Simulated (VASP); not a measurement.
SnO2, 24 atoms in the cell. The cell holds an amorphous packing of atoms, 24 atoms: a = 6.720 Å, b = 6.942 Å, c = 7.044 Å, α = 91.48°, β = 94.19°, γ = 89.14°. 

```yaml
Program: VASP 6.6.1
Task: single point
Functional: PBE
Potentials_or_basis: VASP PAW PBE potentials, release 64 (Sn_d, O)
Cutoff: 520 eV
k_mesh: 1 × 1 × 1
Occupations: fermi-dirac, width 0.1034 eV
Spin: no spin polarisation
Dipole_correction: no
Further_INCAR_settings: LREAL = Auto; ALGO = Normal; EDIFF = 1e-06; NBANDS = 122; ISYM = 0
```

Potentials or basis: VASP PAW PBE potentials, release 64 (Sn_d, O).

Run with:

```sh
$ cat potpaw_PBE.64/Sn_d/POTCAR potpaw_PBE.64/O/POTCAR > POTCAR
$ mpirun -np 1 vasp_gam > vasp.out
```

Hardware: 1 thread of Intel(R) Xeon(R) Platinum 8259CL CPU @ 2.50GHz (Skylake/Cascade Lake), with other jobs on the host.

Problem. How long does it take, and how much memory?

Solution. It took 2.6 min on 1 thread of Intel(R) Xeon(R) Platinum 8259CL CPU @ 2.50GHz (Skylake/Cascade Lake) (shared host), peak memory 0.33 GiB. Counts: scf iterations 18, k points 1.
